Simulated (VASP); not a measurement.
A run of VASP 6.6.1 is set up as follows.

Contents of INCAR:

```
PREC = Accurate ; ENCUT = 520
EDIFF = 1E-6 ; ISMEAR = -1
SIGMA = 0.05 ; LREAL = F
LASPH = T ; NELM = 150
ALGO = Normal ; ISIF = 2
LWAVE = F ; LCHARG = T
ISPIN = 2 ; MAGMOM = 2 2
LORBIT = 11 ; LMAXMIX = 4
GGA = PS ; LELF = T
LVHAR = T ; NBANDS = 24
```

KPOINTS

```
regular mesh
0
Gamma
  12 12 6
```

Contents of POSCAR:

```
V
1.0
    2.5868150921      0.0000000000      0.0000000000
   -1.2934075460      2.2402475846      0.0000000000
    0.0000000000      0.0000000000      4.6916348032
V
2
Direct
    0.3333333333      0.6666666667      0.2500000000
    0.6666666667      0.3333333333      0.7500000000
```

Potentials or basis: VASP PAW PBE potentials, release 64 (V_sv).

The run is started by

```console
$ cat potpaw_PBE.64/V_sv/POTCAR > POTCAR
$ mpirun -np 1 vasp_std > vasp.out
```

Task: Estimate the band gap on the k mesh.

Result: Zero (filled and empty bands overlap).

Task: Predict the pressure.

Result: -3.7 GPa.

Stress tensor (GPa, compression positive):
```
-3.61  0.00  0.00
 0.00 -3.61  0.00
 0.00  0.00 -3.85
```

Caveat: the cell stands under tension; the PAW data sets were made with another functional, which shifts forces and pressure a little.
